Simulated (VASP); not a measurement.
BeS:

```xyz
2
Lattice="-0.0077 2.3096 2.3096 2.3096 -0.0077 2.3096 2.3096 2.3096 -0.0077" Properties=species:S:1:pos:R:3 pbc="T T T"
Be    0.0000    0.0000    0.0000
S     2.3057    2.3057    2.3057
```

This cell differs from its parent crystal: strain along [111] -0.5%.

Base run:

- Program: VASP 6.6.1
- Functional: r2SCAN
- Potentials or basis: VASP PAW PBE potentials, release 64 (Be, S)
- Cutoff: 520 eV
- k mesh: 10 × 10 × 10
- Occupations: gaussian, width 0.01 eV
- Spin: no spin polarisation

Its results: band gap on the k mesh 1.37 eV, indirect (least direct gap 4.59 eV); pressure 0.4 GPa.

Question: The run is repeated on the same cell with these changes: functional from r2SCAN to HSE06; k mesh from 10 × 10 × 10 to 6 × 6 × 6. What comes out?

Answer: Band gap on the k mesh 1.73 eV, indirect (least direct gap 5.19 eV); pressure -1.4 GPa.

Several settings changed at once, so the effect can't be laid on one alone.

Caveats: the PAW data sets were made with another functional, which shifts forces and pressure a little.

A k mesh can miss the band edges.
